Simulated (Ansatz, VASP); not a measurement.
Si16B: VASP beside Ansatz

```
Si B
1.0
     0.00000    5.43000    5.43000
     5.43000    0.00000    5.43000
     5.43000    5.43000    0.00000
Si B
16 1
Cartesian
  0.0044 0.0065 -0.0040
  1.3412 1.3162 1.3932
  2.7200 2.6385 0.0383
  4.0462 4.1286 1.3887
  2.7288 -0.0436 2.7013
  4.0376 1.3158 4.0884
  5.3969 2.6351 2.7115
  6.8057 4.0545 4.0548
  0.0046 2.6947 2.7305
  1.3336 4.0511 4.0957
  2.6438 5.4717 2.7836
  4.1010 6.7649 4.0799
  2.6992 2.6940 5.4231
  4.0727 4.0167 6.7856
  5.4268 5.3718 5.4303
  6.7790 6.7635 6.7543
  6.9539 7.2561 9.3444
```

Alike in both runs: functional PBE; k mesh 2 × 2 × 2; occupations fermi-dirac, width 0.05 eV; collinear spin.

Ansatz relaxed the structure, and its values are those at the end. VASP's run is a single point on that final structure, the one shown.

|  | VASP | Ansatz |
| --- | --- | --- |
| version | VASP 6.6.1 | Ansatz 0.2.0 |
| potentials or method | VASP PAW PBE potentials, release 64 (Si, B), cutoff 520 eV | scalar-relativistic, plane waves, PAW |
| valence electrons in the cell | 67 | 67 |

|  | VASP | Ansatz | Ansatz less VASP |
| --- | --- | --- | --- |
| rms of the force components (eV/Å) | 0.018 | 0.017 | -0.0002 |
| net moment per atom (μB) | 0.00 | 0.00 | 0.000 |

With one functional, cell and mesh, what is left measures potentials, basis and numerics. Ansatz's warnings: filled band counts differ across k points, seeded moment not kept.

The k mesh is coarse, so the values compare programs but aren't converged.
